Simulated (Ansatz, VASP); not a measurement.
CdTeF6 in VASP and in Ansatz

```
Cd Te F
1.0
     0.00000    4.28265    4.28265
     4.28265    0.00000    4.28265
     4.28265    4.28265    0.00000
Cd Te F
1 1 6
Cartesian
  0.0000 0.0000 0.0000
  4.2826 4.2826 4.2826
  2.1617 4.2826 4.2826
  6.4036 4.2826 4.2826
  4.2826 2.1617 4.2826
  4.2826 6.4036 4.2826
  4.2826 4.2826 2.1617
  4.2826 4.2826 6.4036
```

Change from the starting cell: species swapped into the MgZrF6 type (Fm-3m, No. 225).

Alike in both runs: task relaxation of cell and atoms; functional PBE; k mesh 4 × 4 × 4; occupations gaussian, width 0.1 eV; no spin polarisation.

|  | VASP | Ansatz |
| --- | --- | --- |
| version | VASP 6.6.1 | Ansatz 0.2.0 |
| potentials or method | VASP PAW PBE potentials, release 64 (Cd, Te, F), cutoff 600 eV | scalar-relativistic, plane waves, PAW |
| valence electrons in the cell | 60 | 78 |

```csv
,VASP,Ansatz,Ansatz less VASP
"gap on the k mesh at the Fermi level, each at its own relaxed structure (eV)",2.72,2.75,+0.032
relaxed volume (Å³/atom),20.48,20.42,-0.062
relaxed cell length with the largest relative difference (Å),6.142,6.136,-0.0062
```

VASP's potentials hold 60 valence electrons a cell and Ansatz's 78, so a difference there can come from the potentials and not from the codes.

Spin-orbit coupling is off throughout.
